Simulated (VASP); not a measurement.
**GaN: single point with PBE**

Crystal: GaN.

```
Ga N
1.0
     3.16987    0.00000    0.00000
    -1.58493    2.74518    0.00000
     0.00000    0.00000    5.18500
Ga N
2 2
Direct
  0.33333 0.66667 0.00056
  0.66667 0.33333 0.50056
  0.33333 0.66667 0.37644
  0.66667 0.33333 0.87644
```

```json
{
  "Program": "VASP 6.6.1",
  "Task": "single point",
  "Functional": "PBE",
  "Potentials or basis": "VASP PAW PBE potentials, release 64 (Ga_d, N)",
  "Cutoff": "520 eV",
  "k mesh": "8 × 8 × 5",
  "Occupations": "gaussian, width 0.05 eV",
  "Spin": "no spin polarisation",
  "Dipole correction": "no",
  "Further INCAR settings": "ALGO = Normal; EDIFF = 1e-06; NBANDS = 26"
}
```

```json
{"Pressure": "7.9 GPa", "Band gap on the k mesh": "1.98 eV"}
```

Stress tensor (GPa, compression positive):
```
8.26 0.00 0.00
0.00 8.26 0.00
0.00 0.00 7.14
```

Levels at points of the mesh, in eV from the valence-band top:
| k point | band 15 | band 16 | band 17 | band 18 | band 19 | band 20 | band 21 | band 22 |
| --- | --- | --- | --- | --- | --- | --- | --- | --- |
| (0.00, 0.00, 0.00) | -1.04 | -0.07 | 0.00 | 0.00 | 1.98 | 4.37 | 9.22 | 10.00 |
| (0.50, 0.00, 0.00) | -4.27 | -2.77 | -2.25 | -1.02 | 5.12 | 5.62 | 6.04 | 8.67 |

Run time: 20 s on 1 thread of Intel(R) Xeon(R) Platinum 8559C (Emerald Rapids) (shared host), peak memory 0.17 GiB.

Caveat: the cell stands under pressure.
